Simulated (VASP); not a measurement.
# Sb (Im-3m) in VASP: single point with PBE+D3(BJ)

Aim: the single point of Sb with PBE+D3(BJ).

All numbers are computed with VASP 6.6.1; they aren't measurements. Logs are shortened: lines on timing, memory, paths and dates and some standing lists are left out, and cuts for length are marked.

**1. The cell of the first run**

The structure is cubic, space group Im-3m (No. 229). The conventional cell has a = 3.743 Å, b = 3.743 Å, c = 3.743 Å, α = 90.00°, β = 90.00°, γ = 90.00°. Sb (site symmetry m-3m) has 14 Sb at 3.24 to 3.74 Å within 4.3 Å.

**2. Single point, PBE+D3(BJ)**

INCAR reads:

```
  PREC = Accurate
  ENCUT = 520
  EDIFF = 1E-7
  ISMEAR = 0
  SIGMA = 0.15
  LREAL = F
  LASPH = T
  NELM = 100
  ALGO = Normal
  ISIF = 2
  LWAVE = F
  LCHARG = F
  GGA = PE
  IVDW = 12
  NBANDS = 8
```

KPOINTS reads:

```
regular mesh
0
Gamma
  18 18 18
```

POSCAR reads:

```
Sb
1.0
   -1.8713408863      1.8713408863      1.8713408863
    1.8713408863     -1.8713408863      1.8713408863
    1.8713408863      1.8713408863     -1.8713408863
Sb
1
Direct
    0.0000000000      0.0000000000      0.0000000000
```

Potentials or basis: VASP PAW PBE potentials, release 64 (Sb).

Run with:

```
$ cat potpaw_PBE.64/Sb/POTCAR > POTCAR
$ mpirun -np 1 vasp_std > vasp.out
```

OUTCAR:

```text
PREC = Accurate
   ENCUT = 520
   EDIFF = 1E-7
   ISMEAR = 0
   LREAL = F
   LASPH = T
   NELM = 100
   ISIF = 2
   GGA = PE
   IVDW = 12
 IVDW          = 12

 ion  position               nearest neighbor table
   1  0.000  0.000  0.000-

  LATTYP: Found a body centered cubic cell.
 ALAT       =     3.7426817726

  Lattice vectors:

 A1 = (  -1.8713408863,   1.8713408863,   1.8713408863)
 A2 = (   1.8713408863,  -1.8713408863,   1.8713408863)
 A3 = (   1.8713408863,   1.8713408863,  -1.8713408863)

Analysis of symmetry for initial positions (statically):
=====================================================================
 Subroutine PRICEL returns:
 Original cell was already a primitive cell.

 Routine SETGRP: Setting up the symmetry group for a
 body centered cubic supercell.

 Subroutine GETGRP returns: Found 48 space group operations
 (whereof 48 operations were pure point group operations)
 out of a pool of 48 trial point group operations.

The static configuration has the point symmetry O_h .

Analysis of symmetry for dynamics (positions and initial velocities):
=====================================================================
 Subroutine PRICEL returns:
 Original cell was already a primitive cell.

 Routine SETGRP: Setting up the symmetry group for a
 body centered cubic supercell.

 Subroutine GETGRP returns: Found 48 space group operations
 (whereof 48 operations were pure point group operations)
 out of a pool of 48 trial point group operations.

The dynamic configuration has the point symmetry O_h .

 Subroutine INISYM returns: Found 48 space group operations
 (whereof 48 operations are pure point group operations),
 and found     1 'primitive' translations

----------------------------------------------------------------------------------------

                                     Primitive cell

  volume of cell :      26.2131

  direct lattice vectors                    reciprocal lattice vectors
    -1.871340886  1.871340886  1.871340886     0.000000000  0.267188092  0.267188092
     1.871340886 -1.871340886  1.871340886     0.267188092  0.000000000  0.267188092
     1.871340886  1.871340886 -1.871340886     0.267188092  0.267188092  0.000000000

  length of vectors
     3.241257493  3.241257493  3.241257493     0.377861023  0.377861023  0.377861023

  position of ions in fractional coordinates (direct lattice)
     0.000000000  0.000000000  0.000000000

  ion indices of the primitive-cell ions
   primitive index   ion index
[... 76 lines left out ...]
   NSW    =      0    number of steps for IOM
   IBRION =     -1    ionic relax: 0-MD 1-quasi-New 2-CG
   NFREE  =      0    steps in history (QN), initial steepest desc. (CG)
   ISIF   =      2    stress and relaxation
   ISYM   =      2    0-nonsym 1-usesym 2-fastsym
   POTIM  = 0.5000    time-step for ionic-motion
   TEBEG  =    0.0;   TEEND  =   0.0 temperature during run
   PSTRESS=    0.0 pullay stress
   NELECT =       5.0000    total number of electrons
   NUPDOWN=      -1.0000    fix difference up-down
   EMIN   =  10.00;   EMAX   =-10.00  energy-range for DOS
   EFERMI =   0.00;   METHOD = LEGACY
   ISMEAR =     0;   SIGMA  =   0.15  broadening in eV -4-tet -1-fermi 0-gaus
   EFERMI_NEDOS =   21; number of points for ismear=-14 and -15
   IALGO  =     38    algorithm
   IMIX   =      4    mixing-type and parameters
     AMIX     =   0.40;   BMIX     =  1.00
     AMIX_MAG =   1.60;   BMIX_MAG =  1.00
  volume/ion in A,a.u.               =      26.21       176.89
  Fermi-wavevector in a.u.,A,eV,Ry     =   0.942378  1.780837 12.083018  0.888077
  Thomas-Fermi vector in A             =   2.069982
   LORBIT       =      0    0 simple, 1 ext, 2 COOP (PROOUT), +10 PAW based schemes
   GGA     = PE    functional components
   LHFCALC =     F    Hartree Fock is set to
   AEXX    =    0.0000 exact exchange contribution
   IVDW    =    12    specifies the selected vdW correction
   LEPSILON=     F    determine dielectric tensor
   LRPA    =     F    only Hartree local field effects (RPA)
 non-spin polarized calculation
 Gauss-broadening in eV      SIGMA  =   0.15
  energy-cutoff  :      520.00
  volume of cell :       26.21
 maximum number of plane-waves:       722
   NGX = 13   NGY = 13   NGZ = 13

 number of electron       4.9999999 magnetization

 Free energy of the ion-electron system (eV)
  ---------------------------------------------------
  ext. energy  EPLUGINS =         0.00000000
  ---------------------------------------------------
  free energy    TOTEN  =        -3.90601531 eV

  energy without entropy =       -3.90013173  energy(sigma->0) =       -3.90307352

 E-fermi :   8.8020     XC(G=0): -10.3476

 val. band max:        8.8019388473   @ k =   0.3333   0.2222   0.1111
 cond. band min:       8.8244190954   @ k =   0.3889   0.1111   0.0556
 fundamental gap:      0.0224802481
 Fermi energy:         8.8020438038

 k-point     1 :       0.0000    0.0000    0.0000
  band No.  band energies     occupation
      1      -4.2510      2.00000
      2      14.5058      0.00000
      3      14.5058      0.00000
      4      14.5058      0.00000
      5      19.4526      0.00000
      6      19.4526      0.00000
      7      19.4526      0.00000
      8      20.6250      0.00000
[... 243 lines left out ...]
 k-point    24 :       0.3889    0.1111    0.0000
  band No.  band energies     occupation
      1      -0.2565      2.00000
      2       3.7407      2.00000
      3       9.3667      0.00000
      4      11.8878      0.00000
      5      16.0175      0.00000
      6      17.7248      0.00000
      7      21.1534      0.00000
      8      23.1466      0.00000

 [... further k-points ...]

------------------------ aborting loop because EDIFF is reached ----------------------------------------

 Edisp (eV)   -0.53913

 E8    (eV) :    -0.2489

  FORCE on cell =-STRESS in cart. coord.  units (eV):
  Direction    XX          YY          ZZ          XY          YZ          ZX
  --------------------------------------------------------------------------------------
  -------------------------------------------------------------------------------------
  Total      -0.14842    -0.14842    -0.14842     0.00000    -0.00000    -0.00000
  in kB      -9.07191    -9.07191    -9.07191     0.00000    -0.00000    -0.00000
  external pressure =       -9.07 kB  Pullay stress =        0.00 kB

 VOLUME and BASIS-vectors are now :
 -----------------------------------------------------------------------------
  energy-cutoff  :      520.00
  volume of cell :       26.21
      direct lattice vectors                 reciprocal lattice vectors
    -1.871340886  1.871340886  1.871340886     0.000000000  0.267188092  0.267188092
     1.871340886 -1.871340886  1.871340886     0.267188092  0.000000000  0.267188092
     1.871340886  1.871340886 -1.871340886     0.267188092  0.267188092  0.000000000

 POSITION                                       TOTAL-FORCE (eV/Angst)
 -----------------------------------------------------------------------------------
      0.00000      0.00000      0.00000        -0.000000     -0.000000      0.000000
 -----------------------------------------------------------------------------------
    total drift:                                0.000000     -0.000000      0.000000

  FREE ENERGIE OF THE ION-ELECTRON SYSTEM (eV)
  ---------------------------------------------------
  free  energy   TOTEN  =        -4.4451414020 eV

  energy  without entropy=       -4.4392578223  energy(sigma->0) =       -4.44219961
```

Run time: 15 s. Hardware: 1 thread of AMD EPYC 9R45 (Zen 5), shared host; peak memory 0.14 GiB.

What came out:

```
Free energy                : -4.4451 eV
Pressure                   : -0.9 GPa
Dispersion energy per atom : -0.539 eV
```

Levels at points of the mesh, in eV from the Fermi level:
| k point | band 1 | band 2 | band 3 | band 4 | band 5 | band 6 | band 7 | band 8 |
| --- | --- | --- | --- | --- | --- | --- | --- | --- |
| (0.00, 0.00, 0.00) | -13.05 | 5.70 | 5.70 | 5.70 | 10.65 | 10.65 | 10.65 | 11.82 |
| (0.50, 0.00, 0.00) | -8.85 | -5.75 | 1.75 | 3.83 | 6.51 | 6.96 | 13.93 | 15.29 |
| (0.50, 0.50, 0.50) | -5.46 | -2.05 | -2.05 | -2.05 | 2.92 | 2.92 | 17.70 | 17.70 |

Caveat: spin-orbit coupling is left out, which moves the levels of the heavy elements; pairwise dispersion overbinds metals, which lowers pressure and volume.
